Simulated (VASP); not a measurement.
A run of VASP 6.6.1 is set up as follows.

File INCAR:

```
SYSTEM = Ti3Al
PREC = Accurate
ENCUT = 520
EDIFF = 1E-6
ISMEAR = 0
SIGMA = 0.15
LREAL = .False.
LASPH = .True.
NELM = 150
ALGO = Normal
ISIF = 2
LWAVE = .False.
LCHARG = .False.
ISPIN = 2
MAGMOM = 0.7 0.7 0.7 0
LORBIT = 11
NUPDOWN = 2.1
LMAXMIX = 4
GGA = PS
NBANDS = 32
```

The input KPOINTS:

```
Automatic mesh
0
Gamma
  12 12 12
  0 0 0
```

POSCAR

```
Ti3Al
1.0
    0.0000000000      2.8993260424      2.8993260424
    2.8993260424      0.0000000000      2.8993260424
    2.8993260424      2.8993260424      0.0000000000
Ti Al
3 1
Direct
    0.7500000000      0.7500000000      0.7500000000
    0.2500000000      0.2500000000      0.2500000000
    0.0000000000      0.0000000000      0.0000000000
    0.5000000000      0.5000000000      0.5000000000
```

Potentials or basis: VASP PAW PBE potentials, release 64 (Ti_sv, Al).

Launch:

```sh
$ cat potpaw_PBE.64/Ti_sv/POTCAR potpaw_PBE.64/Al/POTCAR > POTCAR
$ mpirun -np 1 vasp_std > vasp.out
```

Question: What does it give for the pressure?

Answer: 57.8 GPa.

Caveat: the PAW data sets were made with another functional, which shifts forces and pressure a little; the total moment is fixed, so each spin has its own Fermi level.
